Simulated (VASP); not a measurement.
# Pt (Im-3m) in VASP: a series of runs

The runs below take Pt through single point, with r2SCAN.

Everything below comes from runs of VASP 6.6.1. Logs are shortened: lines on timing, memory, paths and dates and some standing lists are left out, and cuts for length are marked.

**1. The cell of the first run**

It takes space group Im-3m (No. 229, cubic). Conventional cell: a = 3.182 Å, b = 3.182 Å, c = 3.182 Å, α = 90.00°, β = 90.00°, γ = 90.00°. Within 3.6 Å of Pt (site symmetry m-3m) lie 14 Pt at 2.76 to 3.18 Å.

**2. Single point, r2SCAN (volume scaled by 1.04)**

Input file POSCAR:

```
Pt
1.0
   -1.5911037439      1.5911037439      1.5911037439
    1.5911037439     -1.5911037439      1.5911037439
    1.5911037439      1.5911037439     -1.5911037439
Pt
1
Direct
    0.0000000000      0.0000000000      0.0000000000
```

Input file INCAR.step1:

```
ALGO     = Normal         # electronic algorithm
EDIFF    = 1E-4           # SCF threshold, eV
ENCUT    = 520            # plane-wave cutoff, eV
GGA      = PE             # functional
ISMEAR   = -1             # smearing method
LASPH    = True           # aspherical terms in the spheres
LCHARG   = False          # write CHGCAR
LREAL    = False          # projectors in reciprocal space
LWAVE    = True           # write WAVECAR
NBANDS   = 11             # bands
NELM     = 80             # most SCF steps
PREC     = Accurate       # precision mode
SIGMA    = 0.1            # smearing width, eV
```

Input file INCAR.step2:

```
ALGO     = Normal         # electronic algorithm
EDIFF    = 1E-7           # SCF threshold, eV
ENCUT    = 520            # plane-wave cutoff, eV
ISIF     = 2              # what is computed and relaxed
ISMEAR   = -1             # smearing method
ISTART   = 1            
LASPH    = True           # aspherical terms in the spheres
LCHARG   = True           # write CHGCAR
LELF     = True           # ELF
LMIXTAU  = True         
LREAL    = False          # projectors in reciprocal space
LVHAR    = True         
LWAVE    = False          # write WAVECAR
METAGGA  = R2SCAN         # meta-GGA
NBANDS   = 11             # bands
NELM     = 80             # most SCF steps
PREC     = Accurate       # precision mode
SIGMA    = 0.1            # smearing width, eV
```

Input file KPOINTS:

```
k-points
0
Gamma
  16 16 16
```

Potentials or basis: VASP PAW PBE potentials, release 64 (Pt).

Run with:

```console
$ cat potpaw_PBE.64/Pt/POTCAR > POTCAR
$ cp INCAR.step1 INCAR
$ mpirun -np 1 vasp_std > vasp.out
$ cp INCAR.step2 INCAR
$ mpirun -np 1 vasp_std > vasp.out
```

OUTCAR:

```text
EDIFF = 1E-7
   ENCUT = 520
   ISIF = 2
   ISMEAR = -1
   ISTART = 1
   LASPH = True
   LREAL = False
   METAGGA = R2SCAN
   NELM = 80
   PREC = Accurate

 ion  position               nearest neighbor table
   1  0.000  0.000  0.000-

  LATTYP: Found a body centered cubic cell.
 ALAT       =     3.1822074878

  Lattice vectors:

 A1 = (  -1.5911037439,   1.5911037439,   1.5911037439)
 A2 = (   1.5911037439,  -1.5911037439,   1.5911037439)
 A3 = (   1.5911037439,   1.5911037439,  -1.5911037439)

Analysis of symmetry for initial positions (statically):
=====================================================================
 Subroutine PRICEL returns:
 Original cell was already a primitive cell.

 Routine SETGRP: Setting up the symmetry group for a
 body centered cubic supercell.

 Subroutine GETGRP returns: Found 48 space group operations
 (whereof 48 operations were pure point group operations)
 out of a pool of 48 trial point group operations.

The static configuration has the point symmetry O_h .

Analysis of symmetry for dynamics (positions and initial velocities):
=====================================================================
 Subroutine PRICEL returns:
 Original cell was already a primitive cell.

 Routine SETGRP: Setting up the symmetry group for a
 body centered cubic supercell.

 Subroutine GETGRP returns: Found 48 space group operations
 (whereof 48 operations were pure point group operations)
 out of a pool of 48 trial point group operations.

The dynamic configuration has the point symmetry O_h .

 Subroutine INISYM returns: Found 48 space group operations
 (whereof 48 operations are pure point group operations),
 and found     1 'primitive' translations

----------------------------------------------------------------------------------------

                                     Primitive cell

  volume of cell :      16.1122

  direct lattice vectors                    reciprocal lattice vectors
    -1.591103744  1.591103744  1.591103744     0.000000000  0.314247265  0.314247265
     1.591103744 -1.591103744  1.591103744     0.314247265  0.000000000  0.314247265
     1.591103744  1.591103744 -1.591103744     0.314247265  0.314247265  0.000000000

  length of vectors
     2.755872525  2.755872525  2.755872525     0.444412744  0.444412744  0.444412744

  position of ions in fractional coordinates (direct lattice)
     0.000000000  0.000000000  0.000000000

  ion indices of the primitive-cell ions
   primitive index   ion index
                 1           1

----------------------------------------------------------------------------------------

 KPOINTS: k-points

Automatic generation of k-mesh.
 Grid dimensions read from file:
 generate k-points for:   16   16   16

 Generating k-lattice:

  Cartesian coordinates                     Fractional coordinates (reciprocal lattice)
     0.000000000  0.019640454  0.019640454     0.062500000  0.000000000  0.000000000
     0.019640454  0.000000000  0.019640454     0.000000000  0.062500000  0.000000000
     0.019640454  0.019640454  0.000000000     0.000000000  0.000000000  0.062500000

  Length of vectors
     0.027775797  0.027775797  0.027775797

  Shift w.r.t. Gamma in fractional coordinates (k-lattice)
     0.000000000  0.000000000  0.000000000

 Subroutine IBZKPT returns following result:
 ===========================================

 Found    145 irreducible k-points:

 Following reciprocal coordinates:
            Coordinates               Weight
  0.000000  0.000000  0.000000      1.000000
  0.062500  0.000000  0.000000     12.000000
  0.125000  0.000000  0.000000     12.000000
  0.187500  0.000000  0.000000     12.000000
  0.250000  0.000000  0.000000     12.000000
  0.312500  0.000000  0.000000     12.000000
[... 16 lines left out ...]
  0.187500  0.187500  0.000000     24.000000
  0.250000  0.187500  0.000000     48.000000
 [... further k-points ...]
   k-points           NKPTS =    145   k-points in BZ     NKDIM =    145   number of bands    NBANDS=     11
   number of dos      NEDOS =    301   number of ions     NIONS =      1
   total plane-waves  NPLWV =   8000
   dimension x,y,z NGX =    20 NGY =   20 NGZ =   20
   dimension x,y,z NGXF=    40 NGYF=   40 NGZF=   40
   ions per type =               1
   NGX,Y,Z   is equivalent  to a cutoff of  12.06, 12.06, 12.06 a.u.
   NGXF,Y,Z  is equivalent  to a cutoff of  24.13, 24.13, 24.13 a.u.
 SYSTEM =  unknown system
   PREC   = accura    normal or accurate (medium, high low for compatibility)
   ISTART =      1    job   : 0-new  1-cont  2-samecut
   ICHARG =      0    charge: 1-file 2-atom 10-const
   ISPIN  =      1    spin polarized calculation?
   LNONCOLLINEAR =      F non collinear calculations
   LSORBIT =      F    spin-orbit coupling
   LASPH  =      T    aspherical Exc in radial PAW
   ENCUT  =  520.0 eV  38.22 Ry    6.18 a.u.   5.12  5.12  5.12*2*pi/ulx,y,z
   NELM   =     80;   NELMIN=  2; NELMDL=  0     # of ELM steps
   EDIFF  = 0.1E-06   stopping-criterion for ELM
   LREAL  =      F    real-space projection
   EDIFFG = 0.1E-05   stopping-criterion for IOM
   NSW    =      0    number of steps for IOM
   IBRION =     -1    ionic relax: 0-MD 1-quasi-New 2-CG
   NFREE  =      0    steps in history (QN), initial steepest desc. (CG)
   ISIF   =      2    stress and relaxation
   ISYM   =      2    0-nonsym 1-usesym 2-fastsym
   POTIM  = 0.5000    time-step for ionic-motion
   TEBEG  =    0.0;   TEEND  =   0.0 temperature during run
   PSTRESS=    0.0 pullay stress
   NELECT =      10.0000    total number of electrons
   NUPDOWN=      -1.0000    fix difference up-down
   EMIN   =  10.00;   EMAX   =-10.00  energy-range for DOS
   EFERMI =   0.00;   METHOD = LEGACY
   ISMEAR =    -1;   SIGMA  =   0.10  broadening in eV -4-tet -1-fermi 0-gaus
   EFERMI_NEDOS =   21; number of points for ismear=-14 and -15
   IALGO  =     38    algorithm
   IMIX   =      4    mixing-type and parameters
     AMIX     =   0.40;   BMIX     =  1.00
     AMIX_MAG =   1.60;   BMIX_MAG =  1.00
  volume/ion in A,a.u.               =      16.11       108.73
  Fermi-wavevector in a.u.,A,eV,Ry     =   1.396442  2.638893 26.532057  1.950051
  Thomas-Fermi vector in A             =   2.519796
   LORBIT       =      0    0 simple, 1 ext, 2 COOP (PROOUT), +10 PAW based schemes
   METAGGA = R2SCAN    functional components
   LHFCALC =     F    Hartree Fock is set to
   AEXX    =    0.0000 exact exchange contribution
   IVDW    =     0    specifies the selected vdW correction
   LEPSILON=     F    determine dielectric tensor
   LRPA    =     F    only Hartree local field effects (RPA)
 non-spin polarized calculation
  energy-cutoff  :      520.00
  volume of cell :       16.11
 maximum number of plane-waves:       466
   NGX = 11   NGY = 11   NGZ = 11

 number of electron      10.0000002 magnetization

 Free energy of the ion-electron system (eV)
  ---------------------------------------------------
  ext. energy  EPLUGINS =         0.00000000
  ---------------------------------------------------
  free energy    TOTEN  =       -51.40182229 eV

  energy without entropy =      -51.36419721  energy(sigma->0) =      -51.38300975

 E-fermi :   9.6441     XC(G=0): -14.1375

 val. band max:        9.6430880775   @ k =  -0.4375   0.4375   0.4375
 cond. band min:       9.6539681957   @ k =  -0.3750   0.3750   0.1250
 fundamental gap:      0.0108801182
 Fermi energy:         9.6440846619

 k-point     1 :       0.0000    0.0000    0.0000
  band No.  band energies     occupation
      1       0.0893      2.00000
      2       6.1143      2.00000
      3       6.1143      2.00000
      4       6.1143      2.00000
      5       8.5402      1.99997
      6       8.5402      1.99997
      7      27.7068      0.00000
      8      27.7068      0.00000
      9      27.7068      0.00000
     10      37.8666      0.00000
     11      37.8666      0.00000

 k-point     2 :       0.0625    0.0000    0.0000
  band No.  band energies     occupation
      1       0.2520      2.00000
      2       6.0524      2.00000
      3       6.1155      2.00000
      4       6.2430      2.00000
      5       8.4616      1.99999
      6       8.5440      1.99997
      7      27.7777      0.00000
      8      27.8137      0.00000
      9      27.9405      0.00000
     10      35.5678      0.00000
     11      36.0181      0.00000

 k-point     3 :       0.1250    0.0000    0.0000
  band No.  band energies     occupation
      1       0.7226      2.00000
      2       5.8803      2.00000
      3       6.1088      2.00000
      4       6.6216      2.00000
      5       8.2846      2.00000
      6       8.5581      1.99996
      7      27.8410      0.00000
      8      27.8463      0.00000
      9      28.6201      0.00000
     10      33.8646      0.00000
     11      33.9063      0.00000

 k-point     4 :       0.1875    0.0000    0.0000
  band No.  band energies     occupation
      1       1.4360      2.00000
      2       5.6332      2.00000
      3       6.0935      2.00000
      4       7.2258      2.00000
      5       8.1415      2.00000
      6       8.5875      1.99995
      7      26.8823      0.00000
      8      27.4713      0.00000
      9      29.6836      0.00000
     10      32.7889      0.00000
     11      33.2572      0.00000

 k-point     5 :       0.2500    0.0000    0.0000
  band No.  band energies     occupation
      1       2.2330      2.00000
      2       5.3564      2.00000
      3       6.1893      2.00000
      4       8.0096      2.00000
      5       8.1287      2.00000
      6       8.6356      1.99992
      7      24.6445      0.00000
      8      26.5276      0.00000
      9      31.0323      0.00000
     10      31.8008      0.00000
     11      32.9871      0.00000
[... 211 lines left out ...]
 k-point    21 :       0.3750    0.1250   -0.0000
  band No.  band energies     occupation
      1       3.4475      2.00000
      2       4.8633      2.00000
      3       7.5067      2.00000
      4       8.3499      2.00000
      5       9.2302      1.96862
      6      12.0209      0.00000
      7      17.0038      0.00000
      8      23.4765      0.00000
      9      25.6102      0.00000
     10      33.7151      0.00000
     11      35.0623      0.00000

 k-point    22 :       0.4375    0.1250    0.0000
  band No.  band energies     occupation
      1       3.4263      2.00000
      2       4.8217      2.00000
      3       7.7896      2.00000
      4       8.3225      2.00000
      5       9.4578      1.73123
      6      12.7417      0.00000
      7      15.8538      0.00000
      8      23.2254      0.00000
      9      25.3153      0.00000
     10      34.4282      0.00000
     11      34.4636      0.00000

 k-point    23 :       0.1875    0.1875    0.0000
  band No.  band energies     occupation
      1       3.3436      2.00000
      2       5.3991      2.00000
      3       5.5744      2.00000
      4       7.9773      2.00000
      5       8.8314      1.99941
      6       9.7523      0.50623
      7      22.6234      0.00000
      8      24.7404      0.00000
      9      27.6856      0.00000
     10      30.7469      0.00000
     11      35.3563      0.00000

 k-point    24 :       0.2500    0.1875    0.0000
  band No.  band energies     occupation
      1       3.7655      2.00000
      2       5.1918      2.00000
      3       5.9555      2.00000
      4       8.1082      2.00000
      5       8.8980      1.99885
      6      11.0149      0.00000
      7      20.3022      0.00000
      8      23.4757      0.00000
      9      26.7840      0.00000
     10      31.5200      0.00000
     11      35.6440      0.00000

 [... further k-points ...]

------------------------ aborting loop because EDIFF is reached ----------------------------------------

  FORCE on cell =-STRESS in cart. coord.  units (eV):
  Direction    XX          YY          ZZ          XY          YZ          ZX
  --------------------------------------------------------------------------------------
  -------------------------------------------------------------------------------------
  Total       -0.8649371     -0.8649371     -0.8649371     -0.0000000      0.0000000      0.0000000
  in kB      -86.0081517    -86.0081517    -86.0081517     -0.0000000      0.0000000      0.0000000
  external PRESSURE =     -86.0081517 kB  Pullay stress =       0.0000000 kB

 VOLUME and BASIS-vectors are now :
 -----------------------------------------------------------------------------
  energy-cutoff  :      520.00
  volume of cell :       16.11
      direct lattice vectors                 reciprocal lattice vectors
    -1.591103744  1.591103744  1.591103744     0.000000000  0.314247265  0.314247265
     1.591103744 -1.591103744  1.591103744     0.314247265  0.000000000  0.314247265
     1.591103744  1.591103744 -1.591103744     0.314247265  0.314247265  0.000000000

 POSITION                                       TOTAL-FORCE (eV/Angst)
 -----------------------------------------------------------------------------------
      0.00000      0.00000      0.00000        -0.000000     -0.000000      0.000000
 -----------------------------------------------------------------------------------
    total drift:                                0.000000     -0.000000      0.000000

  FREE ENERGIE OF THE ION-ELECTRON SYSTEM (eV)
  ---------------------------------------------------
  free  energy   TOTEN  =       -51.4018222940 eV

  energy  without entropy=      -51.3641972149  energy(sigma->0) =      -51.38300975
```

Wall time 33 s (1 thread of Intel Xeon 6975P-C (Granite Rapids), shared host); peak memory 0.14 GiB.

What came out:

```
Free energy            : -51.4018 eV
Pressure               : -8.6 GPa
Band gap on the k mesh : zero (band 5 reaches 10.65 eV, above the bottom of band 6 at 8.40 eV)
```

Levels at points of the mesh, in eV from the Fermi level:
```csv
k point,band 3,band 4,band 5,band 6,band 7,band 8
"(0.00, 0.00, 0.00)",-3.53,-3.53,-1.10,-1.10,18.06,18.06
"(0.50, 0.00, 0.00)",-1.27,-0.81,0.49,1.02,6.41,14.04
"(0.50, 0.50, 0.50)",0.51,0.51,0.51,8.03,8.03,8.03
```

Caveat: the PAW data sets were made with another functional, which shifts forces and pressure a little; spin-orbit coupling is left out, which moves the levels of the heavy elements.

**3. Single point, r2SCAN (volume scaled by 1.08)**

Input file POSCAR:

```
Pt
1.0
   -1.6112464359      1.6112464359      1.6112464359
    1.6112464359     -1.6112464359      1.6112464359
    1.6112464359      1.6112464359     -1.6112464359
Pt
1
Direct
    0.0000000000      0.0000000000      0.0000000000
```

Input file INCAR.step1:

```
SYSTEM = Pt
PREC     = Accurate       ! precision mode
ENCUT    = 520            ! plane-wave cutoff, eV
ISMEAR   = -1             ! smearing method
SIGMA    = 0.1            ! smearing width, eV
LREAL    = .False.        ! projectors in reciprocal space
LASPH    = .True.         ! aspherical terms in the spheres
NELM     = 100            ! most SCF steps
NBANDS   = 11             ! bands
GGA      = PE             ! functional
ALGO     = Normal         ! electronic algorithm
EDIFF    = 1E-4           ! SCF threshold, eV
LWAVE    = .True.         ! write WAVECAR
LCHARG   = .False.        ! write CHGCAR
```

Input file INCAR.step2:

```
SYSTEM = Pt
PREC     = Accurate       ! precision mode
ENCUT    = 520            ! plane-wave cutoff, eV
EDIFF    = 1E-7           ! SCF threshold, eV
ISMEAR   = -1             ! smearing method
SIGMA    = 0.1            ! smearing width, eV
LREAL    = .False.        ! projectors in reciprocal space
LASPH    = .True.         ! aspherical terms in the spheres
NELM     = 100            ! most SCF steps
ALGO     = Normal         ! electronic algorithm
ISIF     = 2              ! what is computed and relaxed
LWAVE    = .False.        ! write WAVECAR
LCHARG   = .False.        ! write CHGCAR
METAGGA  = R2SCAN         ! meta-GGA
LMIXTAU  = .True.       
NBANDS   = 11             ! bands
ISTART   = 1
```

Input file KPOINTS:

```
Automatic mesh
0
Gamma
  16 16 16
  0 0 0
```

Potentials or basis: VASP PAW PBE potentials, release 64 (Pt).

Run with:

```console
$ cat potpaw_PBE.64/Pt/POTCAR > POTCAR
$ cp INCAR.step1 INCAR
$ mpirun -np 1 vasp_std > vasp.out
$ cp INCAR.step2 INCAR
$ mpirun -np 1 vasp_std > vasp.out
```

It took 35 s on 1 thread of Intel Xeon 6975P-C (Granite Rapids), shared host; peak memory 0.16 GiB.

Results (log left out):

```yaml
Free_energy: -51.3545 eV
Pressure: -15.7 GPa
Band_gap_on_the_k_mesh: zero (band 5 reaches 9.93 eV, above the bottom of band 6 at 7.83 eV)
```

Levels at points of the mesh, in eV from the Fermi level:
| k point | band 2 | band 3 | band 4 | band 5 | band 6 | band 7 | band 8 | band 9 |
| --- | --- | --- | --- | --- | --- | --- | --- | --- |
| (0.00, 0.00, 0.00) | -3.33 | -3.33 | -3.33 | -1.04 | -1.04 | 18.05 | 18.05 | 18.05 |
| (0.50, 0.00, 0.00) | -4.67 | -1.21 | -0.77 | 0.62 | 0.95 | 6.10 | 14.01 | 16.06 |
| (0.50, 0.50, 0.50) | -5.77 | 0.46 | 0.46 | 0.46 | 7.94 | 7.94 | 7.94 | 12.56 |

Caveat: the PAW data sets were made with another functional, which shifts forces and pressure a little; spin-orbit coupling is left out, which moves the levels of the heavy elements.
